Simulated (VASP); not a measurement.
# La (Im-3m) in VASP: single point with PBE

Aim: the single point of La with PBE.

Everything below comes from runs of VASP 6.6.1. Logs are shortened: lines on timing, memory, paths and dates and some standing lists are left out, and cuts for length are marked.

**1. The cell of the first run**

Symmetry: Im-3m, No. 229, cubic system. Conventional cell: a = 4.083 Å, b = 4.083 Å, c = 4.083 Å, α = 90.00°, β = 90.00°, γ = 90.00°. La (site symmetry m-3m) has 14 La at 3.54 to 4.08 Å within 4.6 Å.

**2. Single point, PBE**

INCAR

```
SYSTEM = La
PREC = Accurate
ENCUT = 520
EDIFF = 1E-6
ISMEAR = 0
SIGMA = 0.0829
LREAL = .False.
LASPH = .True.
NELM = 100
ALGO = Normal
ISIF = 2
LWAVE = .False.
LCHARG = .False.
GGA = PE
NBANDS = 12
```

KPOINTS

```
regular mesh
0
Gamma
  12 12 12
  0 0 0
```

POSCAR

```
La
1.0
   -2.0417170000      2.0417170000      2.0417170000
    2.0417170000     -2.0417170000      2.0417170000
    2.0417170000      2.0417170000     -2.0417170000
La
1
Direct
    0.0000000000      0.0000000000      0.0000000000
```

Potentials or basis: VASP PAW PBE potentials, release 64 (La).

Command:

```bash
> cat potpaw_PBE.64/La/POTCAR > POTCAR
> mpirun -np 1 vasp_std > vasp.out
```

OUTCAR:

```text
SYSTEM = La
   PREC = Accurate
   ENCUT = 520
   EDIFF = 1E-6
   ISMEAR = 0
   LREAL = .False.
   LASPH = .True.
   NELM = 100
   ISIF = 2
   GGA = PE

 ion  position               nearest neighbor table
   1  0.000  0.000  0.000-

  LATTYP: Found a body centered cubic cell.
 ALAT       =     4.0834340000

  Lattice vectors:

 A1 = (  -2.0417170000,   2.0417170000,   2.0417170000)
 A2 = (   2.0417170000,  -2.0417170000,   2.0417170000)
 A3 = (   2.0417170000,   2.0417170000,  -2.0417170000)

Analysis of symmetry for initial positions (statically):
=====================================================================
 Subroutine PRICEL returns:
 Original cell was already a primitive cell.

 Routine SETGRP: Setting up the symmetry group for a
 body centered cubic supercell.

 Subroutine GETGRP returns: Found 48 space group operations
 (whereof 48 operations were pure point group operations)
 out of a pool of 48 trial point group operations.

The static configuration has the point symmetry O_h .

Analysis of symmetry for dynamics (positions and initial velocities):
=====================================================================
 Subroutine PRICEL returns:
 Original cell was already a primitive cell.

 Routine SETGRP: Setting up the symmetry group for a
 body centered cubic supercell.

 Subroutine GETGRP returns: Found 48 space group operations
 (whereof 48 operations were pure point group operations)
 out of a pool of 48 trial point group operations.

The dynamic configuration has the point symmetry O_h .

 Subroutine INISYM returns: Found 48 space group operations
 (whereof 48 operations are pure point group operations),
 and found     1 'primitive' translations

----------------------------------------------------------------------------------------

                                     Primitive cell

  volume of cell :      34.0445

  direct lattice vectors                    reciprocal lattice vectors
    -2.041717000  2.041717000  2.041717000     0.000000000  0.244891922  0.244891922
     2.041717000 -2.041717000  2.041717000     0.244891922  0.000000000  0.244891922
     2.041717000  2.041717000 -2.041717000     0.244891922  0.244891922  0.000000000

  length of vectors
     3.536357579  3.536357579  3.536357579     0.346329477  0.346329477  0.346329477

  position of ions in fractional coordinates (direct lattice)
     0.000000000  0.000000000  0.000000000

  ion indices of the primitive-cell ions
   primitive index   ion index
                 1           1

----------------------------------------------------------------------------------------

 KPOINTS: regular mesh

Automatic generation of k-mesh.
 Grid dimensions read from file:
 generate k-points for:   12   12   12

 Generating k-lattice:

  Cartesian coordinates                     Fractional coordinates (reciprocal lattice)
     0.000000000  0.020407660  0.020407660     0.083333333  0.000000000  0.000000000
     0.020407660  0.000000000  0.020407660     0.000000000  0.083333333  0.000000000
     0.020407660  0.020407660  0.000000000     0.000000000  0.000000000  0.083333333

  Length of vectors
     0.028860790  0.028860790  0.028860790

  Shift w.r.t. Gamma in fractional coordinates (k-lattice)
     0.000000000  0.000000000  0.000000000

 Subroutine IBZKPT returns following result:
 ===========================================

 Found     72 irreducible k-points:

 Following reciprocal coordinates:
            Coordinates               Weight
  0.000000  0.000000  0.000000      1.000000
  0.083333  0.000000  0.000000     12.000000
  0.166667  0.000000  0.000000     12.000000
  0.250000  0.000000  0.000000     12.000000
  0.333333  0.000000  0.000000     12.000000
  0.416667  0.000000  0.000000     12.000000
[... 16 lines left out ...]
  0.333333  0.083333  0.083333     24.000000
  0.416667  0.083333  0.083333     12.000000
 [... further k-points ...]
   k-points           NKPTS =     72   k-points in BZ     NKDIM =     72   number of bands    NBANDS=     12
   number of dos      NEDOS =    301   number of ions     NIONS =      1
   total plane-waves  NPLWV =  21952
   dimension x,y,z NGX =    28 NGY =   28 NGZ =   28
   dimension x,y,z NGXF=    56 NGYF=   56 NGZF=   56
   ions per type =               1
   NGX,Y,Z   is equivalent  to a cutoff of  13.16, 13.16, 13.16 a.u.
   NGXF,Y,Z  is equivalent  to a cutoff of  26.33, 26.33, 26.33 a.u.
 SYSTEM =  La
   PREC   = accura    normal or accurate (medium, high low for compatibility)
   ISTART =      0    job   : 0-new  1-cont  2-samecut
   ICHARG =      2    charge: 1-file 2-atom 10-const
   ISPIN  =      1    spin polarized calculation?
   LNONCOLLINEAR =      F non collinear calculations
   LSORBIT =      F    spin-orbit coupling
   LASPH  =      T    aspherical Exc in radial PAW
   ENCUT  =  520.0 eV  38.22 Ry    6.18 a.u.   6.58  6.58  6.58*2*pi/ulx,y,z
   NELM   =    100;   NELMIN=  2; NELMDL= -5     # of ELM steps
   EDIFF  = 0.1E-05   stopping-criterion for ELM
   LREAL  =      F    real-space projection
[... 7 lines left out ...]
   TEBEG  =    0.0;   TEEND  =   0.0 temperature during run
   PSTRESS=    0.0 pullay stress
   NELECT =      11.0000    total number of electrons
   NUPDOWN=      -1.0000    fix difference up-down
   EMIN   =  10.00;   EMAX   =-10.00  energy-range for DOS
   EFERMI =   0.00;   METHOD = LEGACY
   ISMEAR =     0;   SIGMA  =   0.08  broadening in eV -4-tet -1-fermi 0-gaus
   EFERMI_NEDOS =   21; number of points for ismear=-14 and -15
   IALGO  =     38    algorithm
   IMIX   =      4    mixing-type and parameters
     AMIX     =   0.40;   BMIX     =  1.00
     AMIX_MAG =   1.60;   BMIX_MAG =  1.00
  volume/ion in A,a.u.               =      34.04       229.74
  Fermi-wavevector in a.u.,A,eV,Ry     =   1.123372  2.122865 17.170065  1.261964
  Thomas-Fermi vector in A             =   2.260038
   LORBIT       =      0    0 simple, 1 ext, 2 COOP (PROOUT), +10 PAW based schemes
   GGA     = PE    functional components
   LHFCALC =     F    Hartree Fock is set to
   AEXX    =    0.0000 exact exchange contribution
   IVDW    =     0    specifies the selected vdW correction
   LEPSILON=     F    determine dielectric tensor
   LRPA    =     F    only Hartree local field effects (RPA)
 non-spin polarized calculation
 Gauss-broadening in eV      SIGMA  =   0.08
  energy-cutoff  :      520.00
  volume of cell :       34.04
 maximum number of plane-waves:       943
 NGX is ok and might be reduce to    28
   NGX = 13   NGY = 13   NGZ = 13

 number of electron      10.9999998 magnetization

 Free energy of the ion-electron system (eV)
  ---------------------------------------------------
  ext. energy  EPLUGINS =         0.00000000
  ---------------------------------------------------
  free energy    TOTEN  =        -4.72295571 eV

  energy without entropy =       -4.71151827  energy(sigma->0) =       -4.71723699

 E-fermi :   8.6979     XC(G=0):  -9.9203

 val. band max:        8.6963789124   @ k =   0.3333   0.1667   0.1667
 cond. band min:       8.7049671796   @ k =   0.1667   0.1667   0.0833
 fundamental gap:      0.0085882671
 Fermi energy:         8.6979306014

 k-point     1 :       0.0000    0.0000    0.0000
  band No.  band energies     occupation
      1     -24.0696      2.00000
      2      -6.8571      2.00000
      3      -6.8571      2.00000
      4      -6.8571      2.00000
      5       5.6341      2.00000
      6      10.2859      0.00000
      7      10.2859      0.00000
      8      10.2859      0.00000
      9      10.3291      0.00000
     10      10.3291      0.00000
     11      10.3291      0.00000
     12      11.2153      0.00000

 k-point     2 :       0.0833    0.0000    0.0000
  band No.  band energies     occupation
      1     -24.0508      2.00000
      2      -6.9935      2.00000
      3      -6.8961      2.00000
      4      -6.8590      2.00000
      5       5.8799      2.00000
      6       9.9101      0.00000
      7       9.9109      0.00000
      8      10.3183      0.00000
      9      10.3806      0.00000
     10      10.6041      0.00000
     11      10.6142      0.00000
     12      11.1880      0.00000

 k-point     3 :       0.1667    0.0000    0.0000
  band No.  band energies     occupation
      1     -23.9988      2.00000
      2      -7.3485      2.00000
      3      -7.0007      2.00000
      4      -6.8645      2.00000
      5       6.4923      2.00000
      6       9.4722      0.00000
      7       9.4945      0.00000
      8      10.2974      0.00000
      9      10.5489      0.00000
     10      10.7698      0.00000
     11      10.8213      0.00000
     12      11.1378      0.00000
[... 286 lines left out ...]
 k-point    23 :       0.3333    0.0833    0.0833
  band No.  band energies     occupation
      1     -23.7885      2.00000
      2      -8.4323      2.00000
      3      -7.4500      2.00000
      4      -7.0099      2.00000
      5       7.3782      2.00000
      6       8.5027      1.99913
      7      10.2728      0.00000
      8      10.4930      0.00000
      9      10.7630      0.00000
     10      11.0121      0.00000
     11      11.0218      0.00000
     12      11.1608      0.00000

 k-point    24 :       0.4167    0.0833    0.0833
  band No.  band energies     occupation
      1     -23.7703      2.00000
      2      -8.5061      2.00000
      3      -7.5030      2.00000
      4      -7.0153      2.00000
      5       7.2948      2.00000
      6       8.4554      1.99996
      7      10.4839      0.00000
      8      10.4943      0.00000
      9      10.7599      0.00000
     10      11.0624      0.00000
     11      11.0726      0.00000
     12      11.1429      0.00000

 [... further k-points ...]
[... 5 lines left out ...]
  --------------------------------------------------------------------------------------
  -------------------------------------------------------------------------------------
  Total        0.7026191      0.7026191      0.7026191      0.0000000     -0.0000000     -0.0000000
  in kB       33.0661693     33.0661693     33.0661693      0.0000000     -0.0000000     -0.0000000
  external PRESSURE =      33.0661693 kB  Pullay stress =       0.0000000 kB

 VOLUME and BASIS-vectors are now :
 -----------------------------------------------------------------------------
  energy-cutoff  :      520.00
  volume of cell :       34.04
      direct lattice vectors                 reciprocal lattice vectors
    -2.041717000  2.041717000  2.041717000     0.000000000  0.244891922  0.244891922
     2.041717000 -2.041717000  2.041717000     0.244891922  0.000000000  0.244891922
     2.041717000  2.041717000 -2.041717000     0.244891922  0.244891922  0.000000000

 POSITION                                       TOTAL-FORCE (eV/Angst)
 -----------------------------------------------------------------------------------
      0.00000      0.00000      0.00000         0.000000     -0.000000     -0.000000
 -----------------------------------------------------------------------------------
    total drift:                                0.000000     -0.000000     -0.000000

  FREE ENERGIE OF THE ION-ELECTRON SYSTEM (eV)
  ---------------------------------------------------
  free  energy   TOTEN  =        -4.7229557136 eV

  energy  without entropy=       -4.7115182667  energy(sigma->0) =       -4.71723699
```

Wall time 23 s (1 thread of Intel Xeon Platinum 8488C (Sapphire Rapids), shared host); peak memory 0.18 GiB.

Results:

| Property | Result |
| --- | --- |
| Free energy | -4.7230 eV |
| Pressure | 3.3 GPa |

Caveat: spin-orbit coupling is left out, which moves the levels of the heavy elements.
